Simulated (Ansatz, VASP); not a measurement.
## One calculation of Zn2SbO3, two programs

```
CELL_PARAMETERS angstrom
3.15070 0.00000 0.00000
0.00000 3.15070 0.00000
0.00000 0.00000 8.68042
ATOMIC_POSITIONS crystal
Zn 0.00000 0.50000 0.61653
Zn 0.50000 0.00000 0.38347
Sb 0.00000 0.00000 0.00000
O 0.50000 0.50000 0.00000
O 0.00000 0.50000 0.37674
O 0.50000 0.00000 0.62326
```

Change from the starting cell: species swapped into the Hf2CuSb3 type (P-4m2, No. 115).

Alike in both runs: functional PBE; k mesh 12 × 12 × 6; occupations gaussian, width 0.1 eV; no spin polarisation.

Ansatz relaxed the structure, and its values are those at the end. VASP's run is a single point on that final structure, the one shown.

|  | VASP | Ansatz |
| --- | --- | --- |
| version | VASP 6.6.1 | Ansatz 0.2.0 |
| potentials or method | VASP PAW PBE potentials, release 64 (Zn, Sb, O), cutoff 520 eV | scalar-relativistic, plane waves, PAW |
| valence electrons in the cell | 47 | 57 |

```tsv
	VASP	Ansatz	Ansatz less VASP
gap on the k mesh at the Fermi level (eV)	none	none	-
pressure (GPa)	-0.1	0.0	+0.06
rms of the force components (eV/Å)	0.027	0.000	-0.0265
```

A gap of «none» marks a metal or a gap that the smearing closes. VASP's potentials hold 47 valence electrons a cell and Ansatz's 57, so a difference there can come from the potentials and not from the codes.

Neither program's run includes spin-orbit coupling.
